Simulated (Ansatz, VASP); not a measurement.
CdSe: VASP beside Ansatz

```
CELL_PARAMETERS angstrom
-4.03567 4.03567 4.03567
4.03567 -4.03567 4.03567
4.03567 4.03567 -4.03567
ATOMIC_POSITIONS crystal
Cd 0.32531 0.00000 0.00000
Cd 0.67469 0.67469 0.67469
Cd 0.00000 0.32531 0.00000
Cd 0.00000 0.00000 0.32531
Se 0.00000 0.67469 0.00000
Se 0.32531 0.32531 0.32531
Se 0.67469 0.00000 0.00000
Se 0.00000 0.00000 0.67469
```

Alike in both runs: task single point; functional PBE; k mesh 4 × 4 × 4; occupations gaussian, width 0.1 eV; no spin polarisation.

```csv
,VASP,Ansatz
version,VASP 6.6.1,Ansatz 0.2.0
potentials or method,"VASP PAW PBE potentials, release 64 (Cd, Se), cutoff 520 eV","scalar-relativistic, plane waves, PAW"
valence electrons in the cell,72,144
```

Ansatz gave:

| Property | Result |
| --- | --- |
| gap on the k mesh at the Fermi level (eV) | 1.31 |
| least direct gap on the mesh (eV) | 1.32 |
| pressure (GPa) | 6.6 |
| rms of the force components (eV/Å) | 0.065 |

Problem. Which values does VASP return?

Solution. gap on the k mesh at the Fermi level (eV): 1.31; least direct gap on the mesh (eV): 1.32; pressure (GPa): 7.0; rms of the force components (eV/Å): 0.065.

Atom by atom the forces differ by 0.001 eV/Å (rms over components). VASP's potentials hold 72 valence electrons a cell and Ansatz's 144, so a difference there can come from the potentials and not from the codes.
